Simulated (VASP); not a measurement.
# MoN2 (P4/mbm) in VASP: notebook

The runs below take MoN2 through single point, relaxation of cell and atoms, with PBEsol.

Everything below comes from runs of VASP 6.6.1. Logs are shortened: lines on timing, memory, paths and dates and some standing lists are left out, and cuts for length are marked.

### Step 1. The cell of the first run

Symmetry: P4/mbm, No. 127, tetragonal system. Conventional cell: a = 4.288 Å, b = 4.288 Å, c = 2.729 Å, α = 90.00°, β = 90.00°, γ = 90.00°. Within 2.9 Å of Mo (site symmetry 4/m) lie 8 N at 2.20 Å and 2 Mo at 2.73 Å. Within 1.8 Å of N (site symmetry m2m) lie 1 N at 1.37 Å.

### Step 2. Single point, PBEsol

INCAR reads:

```
SYSTEM = MoN2
PREC = Accurate
ENCUT = 520
EDIFF = 1E-6
ISMEAR = 0
SIGMA = 0.1
LREAL = .FALSE.
LASPH = .TRUE.
NELM = 80
ALGO = Normal
ISIF = 2
LWAVE = .FALSE.
LCHARG = .TRUE.
GGA = PS
LELF = .TRUE.
LVHAR = .TRUE.
NBANDS = 33
```

KPOINTS reads:

```
regular mesh
0
G
  6 6 8
  0 0 0
```

POSCAR reads:

```
MoN2
1.0
    4.2877095185      0.0000000000      0.0000000000
    0.0000000000      4.2877095185      0.0000000000
    0.0000000000      0.0000000000      2.7293390891
Mo N
2 4
Direct
    0.5000000000      0.5000000000      0.0000000000
    0.0000000000      0.0000000000      0.0000000000
    0.8873290358      0.3873290358      0.5000000000
    0.1126709642      0.6126709642      0.5000000000
    0.3873290358      0.1126709642      0.5000000000
    0.6126709642      0.8873290358      0.5000000000
```

Potentials or basis: VASP PAW PBE potentials, release 64 (Mo_sv, N).

Launch:

```bash
cat potpaw_PBE.64/Mo_sv/POTCAR potpaw_PBE.64/N/POTCAR > POTCAR
mpirun -np 1 vasp_std > vasp.out
```

OUTCAR:

```text
SYSTEM = MoN2
   PREC = Accurate
   ENCUT = 520
   EDIFF = 1E-6
   ISMEAR = 0
   LREAL = .FALSE.
   LASPH = .TRUE.
   NELM = 80
   ISIF = 2
   GGA = PS

 ion  position               nearest neighbor table
   1  0.500  0.500  0.000-   3 2.20   4 2.20   5 2.20   6 2.20   3 2.20   4 2.20   5 2.20   6 2.20
                             2 3.03   2 3.03   2 3.03   2 3.03
   2  0.000  0.000  0.000-   3 2.20   4 2.20   5 2.20   6 2.20   3 2.20   4 2.20   5 2.20   6 2.20
                             1 3.03   1 3.03   1 3.03   1 3.03
   3  0.887  0.387  0.500-   4 1.37   2 2.20   1 2.20   1 2.20   2 2.20
   4  0.113  0.613  0.500-   3 1.37   2 2.20   1 2.20   1 2.20   2 2.20
   5  0.387  0.113  0.500-   6 1.37   2 2.20   1 2.20   1 2.20   2 2.20
   6  0.613  0.887  0.500-   5 1.37   2 2.20   1 2.20   1 2.20   2 2.20

  LATTYP: Found a simple tetragonal cell.
 ALAT       =     4.2877095185
 C/A-ratio  =     0.6365494391

  Lattice vectors:

 A1 = (   4.2877095185,   0.0000000000,   0.0000000000)
 A2 = (   0.0000000000,   4.2877095185,   0.0000000000)
 A3 = (   0.0000000000,   0.0000000000,   2.7293390891)

Analysis of symmetry for initial positions (statically):
=====================================================================
 Subroutine PRICEL returns:
 Original cell was already a primitive cell.

 Routine SETGRP: Setting up the symmetry group for a
 simple tetragonal supercell.

 Subroutine GETGRP returns: Found 16 space group operations
 (whereof  8 operations were pure point group operations)
 out of a pool of 16 trial point group operations.

The static configuration has the point symmetry C_4h.
 The point group associated with its full space group is D_4h.

Analysis of symmetry for dynamics (positions and initial velocities):
=====================================================================
 Subroutine PRICEL returns:
 Original cell was already a primitive cell.

 Routine SETGRP: Setting up the symmetry group for a
 simple tetragonal supercell.

 Subroutine GETGRP returns: Found 16 space group operations
 (whereof  8 operations were pure point group operations)
 out of a pool of 16 trial point group operations.

The dynamic configuration has the point symmetry C_4h.
 The point group associated with its full space group is D_4h.

 Subroutine INISYM returns: Found 16 space group operations
 (whereof  8 operations are pure point group operations),
 and found     1 'primitive' translations

----------------------------------------------------------------------------------------

                                     Primitive cell

  volume of cell :      50.1774

  direct lattice vectors                    reciprocal lattice vectors
     4.287709518  0.000000000  0.000000000     0.233224755  0.000000000  0.000000000
     0.000000000  4.287709518  0.000000000     0.000000000  0.233224755  0.000000000
     0.000000000  0.000000000  2.729339089     0.000000000  0.000000000  0.366389066

  length of vectors
     4.287709518  4.287709518  2.729339089     0.233224755  0.233224755  0.366389066

  position of ions in fractional coordinates (direct lattice)
     0.500000000  0.500000000  0.000000000
     0.000000000  0.000000000  0.000000000
     0.887329036  0.387329036  0.500000000
     0.112670964  0.612670964  0.500000000
     0.387329036  0.112670964  0.500000000
     0.612670964  0.887329036  0.500000000

  ion indices of the primitive-cell ions
   primitive index   ion index
                 1           1
                 2           2
                 3           3
                 4           4
                 5           5
                 6           6

----------------------------------------------------------------------------------------

 KPOINTS: regular mesh

Automatic generation of k-mesh.
 Grid dimensions read from file:
 generate k-points for:    6    6    8

 Generating k-lattice:

  Cartesian coordinates                     Fractional coordinates (reciprocal lattice)
     0.038870792  0.000000000  0.000000000     0.166666667  0.000000000  0.000000000
     0.000000000  0.038870792  0.000000000     0.000000000  0.166666667  0.000000000
     0.000000000  0.000000000  0.045798633     0.000000000  0.000000000  0.125000000

  Length of vectors
     0.038870792  0.038870792  0.045798633

  Shift w.r.t. Gamma in fractional coordinates (k-lattice)
     0.000000000  0.000000000  0.000000000

 Subroutine IBZKPT returns following result:
 ===========================================

 Found     50 irreducible k-points:

 Following reciprocal coordinates:
            Coordinates               Weight
  0.000000  0.000000  0.000000      1.000000
  0.166667  0.000000  0.000000      4.000000
  0.333333  0.000000  0.000000      4.000000
  0.500000  0.000000  0.000000      2.000000
  0.166667  0.166667  0.000000      4.000000
  0.333333  0.166667  0.000000      8.000000
[... 16 lines left out ...]
  0.333333  0.000000  0.250000      8.000000
  0.500000  0.000000  0.250000      4.000000
 [... further k-points ...]
   k-points           NKPTS =     50   k-points in BZ     NKDIM =     50   number of bands    NBANDS=     33
   number of dos      NEDOS =    301   number of ions     NIONS =      6
   total plane-waves  NPLWV =  20480
   dimension x,y,z NGX =    32 NGY =   32 NGZ =   20
   dimension x,y,z NGXF=    64 NGYF=   64 NGZF=   40
   ions per type =               2   4
   NGX,Y,Z   is equivalent  to a cutoff of  12.41, 12.41, 12.18 a.u.
   NGXF,Y,Z  is equivalent  to a cutoff of  24.81, 24.81, 24.36 a.u.
 SYSTEM =  MoN2
   PREC   = accura    normal or accurate (medium, high low for compatibility)
   ISTART =      0    job   : 0-new  1-cont  2-samecut
   ICHARG =      2    charge: 1-file 2-atom 10-const
   ISPIN  =      1    spin polarized calculation?
   LNONCOLLINEAR =      F non collinear calculations
   LSORBIT =      F    spin-orbit coupling
   LASPH  =      T    aspherical Exc in radial PAW
   ENCUT  =  520.0 eV  38.22 Ry    6.18 a.u.   7.97  7.97  5.07*2*pi/ulx,y,z
   NELM   =     80;   NELMIN=  2; NELMDL= -5     # of ELM steps
   EDIFF  = 0.1E-05   stopping-criterion for ELM
   LREAL  =      F    real-space projection
   EDIFFG = 0.1E-04   stopping-criterion for IOM
   NSW    =      0    number of steps for IOM
   IBRION =     -1    ionic relax: 0-MD 1-quasi-New 2-CG
   NFREE  =      0    steps in history (QN), initial steepest desc. (CG)
   ISIF   =      2    stress and relaxation
   ISYM   =      2    0-nonsym 1-usesym 2-fastsym
   POTIM  = 0.5000    time-step for ionic-motion
   TEBEG  =    0.0;   TEEND  =   0.0 temperature during run
   PSTRESS=    0.0 pullay stress
   NELECT =      48.0000    total number of electrons
   NUPDOWN=      -1.0000    fix difference up-down
   EMIN   =  10.00;   EMAX   =-10.00  energy-range for DOS
   EFERMI =   0.00;   METHOD = LEGACY
   ISMEAR =     0;   SIGMA  =   0.10  broadening in eV -4-tet -1-fermi 0-gaus
   EFERMI_NEDOS =   21; number of points for ismear=-14 and -15
   IALGO  =     38    algorithm
   IMIX   =      4    mixing-type and parameters
     AMIX     =   0.40;   BMIX     =  1.00
     AMIX_MAG =   1.60;   BMIX_MAG =  1.00
  volume/ion in A,a.u.               =       8.36        56.44
  Fermi-wavevector in a.u.,A,eV,Ry     =   1.613067  3.048255 35.402174  2.601986
  Thomas-Fermi vector in A             =   2.708196
   LORBIT       =      0    0 simple, 1 ext, 2 COOP (PROOUT), +10 PAW based schemes
   GGA     = PS    functional components
   LHFCALC =     F    Hartree Fock is set to
   AEXX    =    0.0000 exact exchange contribution
   IVDW    =     0    specifies the selected vdW correction
   LEPSILON=     F    determine dielectric tensor
   LRPA    =     F    only Hartree local field effects (RPA)
 non-spin polarized calculation
 Gauss-broadening in eV      SIGMA  =   0.10
  energy-cutoff  :      520.00
  volume of cell :       50.18
 maximum number of plane-waves:      1384
 NGX is ok and might be reduce to    32
   NGX = 15   NGY = 15   NGZ = 11

 number of electron      48.0000003 magnetization

 Free energy of the ion-electron system (eV)
  ---------------------------------------------------
  ext. energy  EPLUGINS =         0.00000000
  ---------------------------------------------------
  free energy    TOTEN  =       -58.80383367 eV

  energy without entropy =      -58.79325516  energy(sigma->0) =      -58.79854442

 E-fermi :  12.5965     XC(G=0): -14.1012

 val. band max:       12.5960091033   @ k =   0.3333   0.0000   0.5000
 cond. band min:      12.6214764404   @ k =   0.3333   0.0000   0.0000
 fundamental gap:      0.0254673372
 Fermi energy:        12.5964551175

 k-point     1 :       0.0000    0.0000    0.0000
  band No.  band energies     occupation
      1     -49.3080      2.00000
      2     -49.2354      2.00000
      3     -23.5778      2.00000
      4     -23.5778      2.00000
      5     -23.1849      2.00000
      6     -23.1849      2.00000
[... 25 lines left out ...]
     32      18.7717      0.00000
     33      20.4487      0.00000

 k-point     2 :       0.1667    0.0000    0.0000
  band No.  band energies     occupation
      1     -49.3030      2.00000
      2     -49.2401      2.00000
      3     -23.5583      2.00000
      4     -23.5521      2.00000
      5     -23.2186      2.00000
      6     -23.2119      2.00000
[... 25 lines left out ...]
     32      18.4422      0.00000
     33      19.9657      0.00000

 k-point     3 :       0.3333    0.0000    0.0000
  band No.  band energies     occupation
      1     -49.2896      2.00000
      2     -49.2533      2.00000
      3     -23.5003      2.00000
      4     -23.4815      2.00000
      5     -23.3048      2.00000
      6     -23.2851      2.00000
[... 25 lines left out ...]
     32      17.5797      0.00000
     33      19.9238      0.00000

 k-point     4 :       0.5000    0.0000    0.0000
  band No.  band energies     occupation
      1     -49.2714      2.00000
      2     -49.2714      2.00000
      3     -23.4097      2.00000
      4     -23.4097      2.00000
      5     -23.3839      2.00000
      6     -23.3839      2.00000
[... 25 lines left out ...]
     32      16.7243      0.00000
     33      20.6476      0.00000

 k-point     5 :       0.1667    0.1667    0.0000
  band No.  band energies     occupation
      1     -49.2988      2.00000
      2     -49.2443      2.00000
      3     -23.6000      2.00000
      4     -23.4712      2.00000
      5     -23.3090      2.00000
      6     -23.1739      2.00000
[... 604 lines left out ...]
 k-point    22 :       0.1667    0.0000    0.2500
  band No.  band energies     occupation
      1     -49.2409      2.00000
      2     -49.1805      2.00000
      3     -23.6792      2.00000
      4     -23.5586      2.00000
      5     -23.4643      2.00000
      6     -23.4611      2.00000
[... 25 lines left out ...]
     32      17.8563      0.00000
     33      21.4756      0.00000

 k-point    23 :       0.3333    0.0000    0.2500
  band No.  band energies     occupation
      1     -49.2280      2.00000
      2     -49.1931      2.00000
      3     -23.6528      2.00000
      4     -23.5837      2.00000
      5     -23.4064      2.00000
      6     -23.3951      2.00000
[... 25 lines left out ...]
     32      18.1516      0.00000
     33      21.1559      0.00000

 k-point    24 :       0.5000    0.0000    0.2500
  band No.  band energies     occupation
      1     -49.2105      2.00000
      2     -49.2105      2.00000
      3     -23.6178      2.00000
      4     -23.6178      2.00000
      5     -23.3204      2.00000
      6     -23.3204      2.00000
[... 25 lines left out ...]
     32      17.7953      0.00000
     33      21.0972      0.00000

 [... further k-points ...]
[... 5 lines left out ...]
  --------------------------------------------------------------------------------------
  -------------------------------------------------------------------------------------
  Total        0.2035131      0.2035131      0.0228187      0.0000000      0.0000000      0.0000000
  in kB        6.4982237      6.4982237      0.7286078      0.0000000      0.0000000      0.0000000
  external PRESSURE =       4.5750184 kB  Pullay stress =       0.0000000 kB

 VOLUME and BASIS-vectors are now :
 -----------------------------------------------------------------------------
  energy-cutoff  :      520.00
  volume of cell :       50.18
      direct lattice vectors                 reciprocal lattice vectors
     4.287709518  0.000000000  0.000000000     0.233224755  0.000000000  0.000000000
     0.000000000  4.287709518  0.000000000     0.000000000  0.233224755  0.000000000
     0.000000000  0.000000000  2.729339089     0.000000000  0.000000000  0.366389066

 POSITION                                       TOTAL-FORCE (eV/Angst)
 -----------------------------------------------------------------------------------
      2.14385      2.14385      0.00000         0.000000      0.000000     -0.000000
      0.00000      0.00000      0.00000         0.000000      0.000000     -0.000000
      3.80461      1.66075      1.36467        -0.087541     -0.087541      0.000000
      0.48310      2.62696      1.36467         0.087541      0.087541     -0.000000
      1.66075      0.48310      1.36467        -0.087541      0.087541      0.000000
      2.62696      3.80461      1.36467         0.087541     -0.087541     -0.000000
 -----------------------------------------------------------------------------------
    total drift:                                0.000000     -0.000000     -0.000000

  FREE ENERGIE OF THE ION-ELECTRON SYSTEM (eV)
  ---------------------------------------------------
  free  energy   TOTEN  =       -58.8038336662 eV

  energy  without entropy=      -58.7932551643  energy(sigma->0) =      -58.79854442
```

Run time: 47 s. Hardware: 1 thread of Intel Xeon Platinum 8488C (Sapphire Rapids), shared host; peak memory 0.19 GiB.

What came out:

```
Free energy            : -58.8038 eV
Pressure               : 0.5 GPa
Largest force          : 0.124 eV/Å
Band gap on the k mesh : zero (band 24 reaches 13.89 eV, above the bottom of band 25 at 12.10 eV)
```

Forces in eV/Å, atoms in the order of the input:
```
Mo   0.000  0.000  0.000
Mo   0.000  0.000  0.000
N   -0.088 -0.088  0.000
N    0.088  0.088  0.000
N   -0.088  0.088  0.000
N    0.088 -0.088  0.000
```

Stress tensor (GPa, compression positive):
```
0.65 0.00 0.00
0.00 0.65 0.00
0.00 0.00 0.07
```

Caveat: the PAW data sets were made with another functional, which shifts forces and pressure a little.

### Step 3. Relaxation of cell and atoms, PBEsol

This run uses another cell than the first one, of 8.72 Å³/atom, 1.043 times its volume.

INCAR reads:

```
SYSTEM = MoN2
  PREC = Accurate
  ENCUT = 600
  EDIFF = 1E-6
  ISMEAR = 0
  SIGMA = 0.1
  LREAL = .False.
  LASPH = .True.
  NELM = 80
  ALGO = Normal
  ISIF = 3
  LWAVE = .False.
  LCHARG = .False.
  GGA = PS
  IBRION = 2
  NSW = 100
  EDIFFG = -0.05
```

KPOINTS reads:

```
Automatic mesh
0
Gamma
  6 6 8
  0 0 0
```

POSCAR reads:

```
MoN2
1.0
    4.3480530000      0.0000000000      0.0000000000
    0.0000000000      4.3480530000      0.0000000000
    0.0000000000      0.0000000000      2.7674600000
Mo N
2 4
Direct
    0.5000000000      0.5000000000      0.0000000000
    0.0000000000      0.0000000000      0.0000000000
    0.8883530000      0.3883530000      0.5000000000
    0.1116470000      0.6116470000      0.5000000000
    0.3883530000      0.1116470000      0.5000000000
    0.6116470000      0.8883530000      0.5000000000
```

Potentials or basis: VASP PAW PBE potentials, release 64 (Mo_sv, N).

Launch:

```bash
cat potpaw_PBE.64/Mo_sv/POTCAR potpaw_PBE.64/N/POTCAR > POTCAR
mpirun -np 1 vasp_std > vasp.out
```

Run time: 4 min. Hardware: 1 thread of Intel Xeon Platinum 8488C (Sapphire Rapids), shared host; peak memory 0.23 GiB.

Results (log left out):

```
Free energy                            : -58.8220 eV
Relaxed volume                         : 8.36 Å³/atom
Relaxed cell                           : a = 4.289 Å, b = 4.289 Å, c = 2.727 Å, α = 90.00°, β = 90.00°, γ = 90.00°
Space group after relaxing (to 0.05 Å) : P4/mbm (No. 127)
Energy gained by relaxing              : 16.7 meV/atom
Ionic steps                            : 6
Pressure after relaxing                : 0.1 GPa
Largest force after relaxing           : 0.004 eV/Å
Band gap on the k mesh                 : zero (band 24 reaches 13.91 eV, above the bottom of band 25 at 12.10 eV)
```

Forces in eV/Å, atoms in the order of the input:
```
Mo   0.000  0.000  0.000
Mo   0.000  0.000  0.000
N   -0.003 -0.003  0.000
N    0.003  0.003  0.000
N   -0.003  0.003  0.000
N    0.003 -0.003  0.000
```

Stress tensor (GPa, compression positive):
```
-0.20  0.00  0.00
 0.00 -0.20  0.00
 0.00  0.00  0.58
```

The path:
| step | energy change (eV) | largest force (eV/Å) | pressure (GPa) | volume (Å³) |
| --- | --- | --- | --- | --- |
| 1 | 0.0000 | 0.1423 | -13.93 | 52.32 |
| 2 | 0.2147 | 0.6671 | 31.61 | 46.79 |
| 3 | -0.0959 | 0.3517 | -0.06 | 50.26 |
| 4 | -0.0960 | 0.3553 | 0.26 | 50.21 |
| 5 | -0.0894 | 0.5320 | -0.10 | 50.07 |
| 6 | -0.1000 | 0.0043 | 0.06 | 50.16 |

Final structure:
```cif
data_structure
_symmetry_space_group_name_H-M 'P 1'
_symmetry_Int_Tables_number 1
_cell_length_a 4.2892
_cell_length_b 4.2892
_cell_length_c 2.7265
_cell_angle_alpha 90.000
_cell_angle_beta 90.000
_cell_angle_gamma 90.000
_cell_volume 50.16
loop_
_atom_site_label
_atom_site_type_symbol
_atom_site_fract_x
_atom_site_fract_y
_atom_site_fract_z
_atom_site_occupancy
Mo1 Mo 0.50000 0.50000 0.00000 1
Mo2 Mo 0.00000 0.00000 0.00000 1
N1 N 0.88702 0.38702 0.50000 1
N2 N 0.11298 0.61298 0.50000 1
N3 N 0.38702 0.11298 0.50000 1
N4 N 0.61298 0.88702 0.50000 1
```

Levels at points of the mesh, in eV from the Fermi level:
```
           k point  band 22  band 23  band 24  band 25  band 26  band 27
(0.00, 0.00, 0.00)    -3.14    -2.36    -1.78     0.68     0.68     1.14
(0.50, 0.00, 0.00)    -2.08    -1.18    -1.18    -0.37    -0.37     2.38
(0.50, 0.50, 0.00)    -0.87     0.54     0.54     0.63     0.63     1.11
(0.00, 0.00, 0.50)    -2.07     0.83     1.10     2.29     2.43     2.68
(0.50, 0.00, 0.50)    -2.52    -1.07    -1.07     2.72     2.72     3.34
(0.50, 0.50, 0.50)    -5.34    -1.38    -1.38     2.64     2.64     3.69
```

Caveat: the PAW data sets were made with another functional, which shifts forces and pressure a little; the relaxation stopped at a loose force limit of 0.05 eV/Å, so its end isn't a converged minimum.
